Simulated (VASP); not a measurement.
Here is a VASP 6.6.1 calculation.

INCAR

```
SYSTEM = Te2Mo
PREC = Accurate ; ENCUT = 500
EDIFF = 1E-6 ; ISMEAR = 0
SIGMA = 0.05 ; LREAL = .False.
LASPH = .True. ; NELM = 200
ALGO = Normal ; ISIF = 2
LWAVE = .False. ; LCHARG = .False.
ISPIN = 2 ; MAGMOM = 0 0 0 0 0 0
LORBIT = 11 ; LMAXMIX = 4
LDAU = .True. ; LDAUTYPE = 2
LDAUL = -1 2 ; LDAUU = 0 3
LDAUJ = 0 0 ; LDAUPRINT = 1
GGA = PE ; NBANDS = 39
GGA_COMPAT = .False.
```

The input KPOINTS:

```
Automatic mesh
0
Gamma
  6 6 2
  0 0 0
```

Contents of POSCAR:

```
Te2Mo
1.0
    3.5181997400      0.0000000000      0.0000000000
   -1.7590998700      3.0468503500      0.0000000000
    0.0000000000      0.0000000000     13.9735999500
Te Mo
4 2
Direct
    0.3333333333      0.6666666667      0.6210000000
    0.6666666667      0.3333333333      0.1210000000
    0.3333333333      0.6666666667      0.8790000000
    0.6666666667      0.3333333333      0.3790000000
    0.3333333333      0.6666666667      0.2500000000
    0.6666666667      0.3333333333      0.7500000000
```

Potentials or basis: VASP PAW PBE potentials, release 64 (Te, Mo_sv).

Command:

```bash
$ cat potpaw_PBE.64/Te/POTCAR potpaw_PBE.64/Mo_sv/POTCAR > POTCAR
$ mpirun -np 1 vasp_std > vasp.out
```

Task: Estimate the largest force.

Result: 0.346 eV/Å.

Task: What does it give for the pressure?

Result: 3.9 GPa.

Stress tensor (GPa, compression positive):
```
3.58 0.00 0.00
0.00 3.58 0.00
0.00 0.00 4.67
```

Caveat: the cell stands under pressure; this functional lacks dispersion, which binds layers or chains, so the pressure and a relaxed spacing across them are unreliable; the U is typed as a test and isn't derived for this compound.
